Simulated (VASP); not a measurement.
AlCu:

```xyz
2
Lattice="2.9926 0.0000 0.0000 0.0000 2.9926 0.0000 0.0000 0.0000 2.9926" Properties=species:S:1:pos:R:3 pbc="T T T"
Al    0.0000    0.0000    0.0000
Cu    1.4963    1.4963    1.4963
```

- Program: VASP 6.6.1
- Task: relaxation of cell and atoms
- Functional: LDA
- Potentials or basis: VASP PAW LDA potentials, release 64 (Al, Cu)
- Cutoff: 600 eV
- k mesh: 14 × 14 × 14
- Occupations: gaussian, width 0.1 eV
- Spin: no spin polarisation

At the start: pressure -7.2 GPa; volume 13.40 Å³/atom.

Problem. How do energy, volume and symmetry change on relaxing?

Solution. Over 4 steps the energy falls by 22.0 meV/atom and the volume is 12.55 Å³/atom (-6.4 %); space group Pm-3m (No. 221, to 0.1 Å) before and after.

The path:
```tsv
step	energy change (eV)	largest force (eV/Å)	pressure (GPa)	volume (Å³)
1	0.0000	0.0000	-7.24	26.80
2	-0.0385	0.0000	3.23	24.52
3	-0.0440	0.0000	0.18	25.05
4	-0.0440	0.0000	-0.01	25.09
```

Final structure:
```cif
data_structure
_symmetry_space_group_name_H-M 'P 1'
_symmetry_Int_Tables_number 1
_cell_length_a 2.9276
_cell_length_b 2.9276
_cell_length_c 2.9276
_cell_angle_alpha 90.000
_cell_angle_beta 90.000
_cell_angle_gamma 90.000
_cell_volume 25.09
loop_
_atom_site_label
_atom_site_type_symbol
_atom_site_fract_x
_atom_site_fract_y
_atom_site_fract_z
_atom_site_occupancy
Al1 Al 0.00000 0.00000 0.00000 1
Cu1 Cu 0.50000 0.50000 0.50000 1
```
